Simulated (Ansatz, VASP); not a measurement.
# Zn in VASP and in Ansatz

```
Zn
1.0
     2.58974    0.00000    0.00000
     0.00000    4.91584    0.00000
     0.00000    0.00000   21.23320
Zn
6
Direct
  0.75000 0.75000 0.38768
  0.25000 0.25000 0.38746
  0.25000 0.75000 0.50008
  0.75000 0.25000 0.49992
  0.75000 0.75000 0.61254
  0.25000 0.25000 0.61232
```

Alike in both runs: functional PBEsol; k mesh 16 × 8 × 1; occupations fermi-dirac, width 0.05 eV; no spin polarisation.

Ansatz relaxed the structure, and its values are those at the end. VASP's run is a single point on that final structure, the one shown.

|  | VASP | Ansatz |
| --- | --- | --- |
| version | VASP 6.6.1 | Ansatz 0.2.0 |
| potentials or method | VASP PAW PBE potentials, release 64 (Zn) | PAW with Ansatz's default frozen-core files, scalar-relativistic |
| plane-wave cutoff (eV) | 520 | 420 |
| valence electrons in the cell | 72 | 72 |

|  | VASP | Ansatz | Ansatz less VASP |
| --- | --- | --- | --- |
| rms of the force components (eV/Å) | 0.007 | 0.001 | -0.0052 |

VASP's potentials were made for PBE, not for PBEsol. Ansatz's warnings: stress scf threshold loose, xc potential rough in thin density.
